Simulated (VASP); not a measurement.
Wanted: the native input for a VASP 6.6.1 run.

* Task: single point
* Functional: HSE06
* Potentials or basis: VASP PAW PBE potentials, release 64 (B, As)
* Cutoff: 520 eV
* k mesh: 6 × 6 × 2
* Occupations: gaussian, width 0.01 eV
* Spin: no spin polarisation
* Dipole correction: no
* Grid for exact exchange (PRECFOCK): Normal
* Further INCAR settings: ALGO = Normal; EDIFF = 1e-07; NBANDS = 16
* Screening parameter: 0.2079 1/Å

BAs:

```xyz
4
Lattice="3.3245 0.0000 0.0000 -1.6622 2.8791 0.0000 0.0000 0.0000 8.6370" Properties=species:S:1:pos:R:3 pbc="T T T"
B     0.0000    1.9194    2.1593
B     1.6622    0.9597    6.4778
As    1.6622    0.9597    2.1593
As    0.0000    1.9194    6.4778
```

This cell differs from its parent crystal: strain -1.2%.

These files were run (other wordings do the same):

POSCAR

```
BAs
1.0
    3.3244573618      0.0000000000      0.0000000000
   -1.6622286809      2.8790645291      0.0000000000
    0.0000000000      0.0000000000      8.6370288605
B As
2 2
Direct
    0.3333333333      0.6666666667      0.2500000000
    0.6666666667      0.3333333333      0.7500000000
    0.6666666667      0.3333333333      0.2500000000
    0.3333333333      0.6666666667      0.7500000000
```

INCAR.step1

```
  ALGO = Normal
  EDIFF = 1E-5
  ENCUT = 520
  GGA = PE
  ISIF = 2
  ISMEAR = 0
  LASPH = T
  LREAL = F
  LWAVE = T
  NBANDS = 16
  NELM = 60
  PREC = Accurate
  SIGMA = 0.01
```

INCAR.step2

```
  ALGO = Normal
  EDIFF = 1E-7
  ENCUT = 520
  GGA = PE
  HFSCREEN = 0.2079
  ISIF = 2
  ISMEAR = 0
  ISTART = 1
  LASPH = T
  LCHARG = T
  LELF = T
  LHFCALC = T
  LREAL = F
  LVHAR = T
  LWAVE = F
  NBANDS = 16
  NELM = 60
  PREC = Accurate
  PRECFOCK = Normal
  SIGMA = 0.01
```

KPOINTS

```
k-points
0
Gamma
  6 6 2
```

Potentials or basis: VASP PAW PBE potentials, release 64 (B, As).

Command:

```console
$ cat potpaw_PBE.64/B/POTCAR potpaw_PBE.64/As/POTCAR > POTCAR
$ cp INCAR.step1 INCAR
$ mpirun -np 1 vasp_std > vasp.out
$ cp INCAR.step2 INCAR
$ mpirun -np 1 vasp_std > vasp.out
```

It gave:

```yaml
Pressure: 3.4 GPa
Band_gap_on_the_k_mesh: 1.09 eV, direct
```

Caveat: the cell differs from its parent crystal (strain -1.2%); the PAW data sets were made with another functional, which shifts forces and pressure a little; this functional lacks dispersion, which binds the layers, so the pressure and a relaxed spacing across them are unreliable.

It took 12 min on 1 thread of Intel(R) Xeon(R) 6975P-C (Granite Rapids), on a shared host, peak memory 0.33 GiB.
